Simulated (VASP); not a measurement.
A run of VASP 6.6.1 is set up as follows.

File INCAR:

```
SYSTEM = Sb
  ALGO = Normal
  EDIFF = 1E-7
  ENCUT = 520
  GGA = PS
  ISIF = 2
  ISMEAR = 0
  LASPH = .True.
  LCHARG = .False.
  LREAL = .False.
  LWAVE = .False.
  NBANDS = 8
  NELM = 60
  PREC = Accurate
  SIGMA = 0.1
```

The input KPOINTS:

```
k-points
0
Gamma
  14 14 14
  0 0 0
```

Contents of POSCAR:

```
Sb
1.0
    3.3149980000      0.0000000000      0.0000000000
    0.0000000000      3.3149980000      0.0000000000
    0.0000000000      0.0000000000      3.3149980000
Sb
1
Direct
    0.0000000000      0.0000000000      0.0000000000
```

Potentials or basis: VASP PAW PBE potentials, release 64 (Sb).

Launch:

```sh
$ cat potpaw_PBE.64/Sb/POTCAR > POTCAR
$ mpirun -np 1 vasp_std > vasp.out
```

(1) What does it give for the pressure?

Results:

(1) -8.7 GPa.

Caveat: the cell differs from its parent crystal (strained); the PAW data sets were made with another functional, which shifts forces and pressure a little.
